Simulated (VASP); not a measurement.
Set up this calculation in VASP 6.6.1, as the native input.

```yaml
Task: relaxation of cell and atoms
Functional: PBEsol
Potentials_or_basis: VASP PAW PBE potentials, release 64 (Ag)
Cutoff: 600 eV
k_mesh: 10 × 10 × 6
Occupations: fermi-dirac, width 0.05 eV
Spin: no spin polarisation
Dipole_correction: no
Further_INCAR_settings: ALGO = Normal; EDIFF = 1e-06; IBRION = 2; EDIFFG = -0.02; NSW = 80; ISIF = 3
```

The structure of Ag lies in POSCAR:

```
Ag
1.0
    2.9300000000      0.0000000000      0.0000000000
   -1.4650000000      2.5374544331      0.0000000000
    0.0000000000      0.0000000000      4.7900000000
Ag
2
Direct
    0.6666666667      0.3333333333      0.7500000000
    0.3333333333      0.6666666667      0.2500000000
```

The input as run:

INCAR

```
SYSTEM = Ag
PREC = Accurate
ENCUT = 600
EDIFF = 1E-6
ISMEAR = -1
SIGMA = 0.05
LREAL = .False.
LASPH = .True.
NELM = 100
ALGO = Normal
ISIF = 3
LWAVE = .False.
LCHARG = .False.
GGA = PS
IBRION = 2
NSW = 80
EDIFFG = -0.02
```

KPOINTS

```
regular mesh
0
Gamma
  10 10 6
  0 0 0
```

Potentials or basis: VASP PAW PBE potentials, release 64 (Ag).

The run is started by

```console
$ cat potpaw_PBE.64/Ag/POTCAR > POTCAR
$ mpirun -np 1 vasp_std > vasp.out
```

It gave:

```json
{
  "Relaxed volume": "16.70 Å³/atom",
  "Relaxed cell": "a = 2.873 Å, b = 2.873 Å, c = 4.672 Å, α = 90.00°, β = 90.00°, γ = 120.00°",
  "Space group after relaxing (to 0.05 Å)": "P6_3/mmc (No. 194)",
  "Energy gained by relaxing": "23.4 meV/atom",
  "Ionic steps": "7",
  "Pressure after relaxing": "0.0 GPa",
  "Band gap on the k mesh": "zero (band 11 reaches 11.67 eV, above the bottom of band 12 at 5.13 eV)"
}
```

Caveat: the PAW data sets were made with another functional, which shifts forces and pressure a little.

It took 61 s on 1 thread of AMD EPYC 9R45 96-Core Processor (Zen 5) (shared host), peak memory 0.16 GiB.
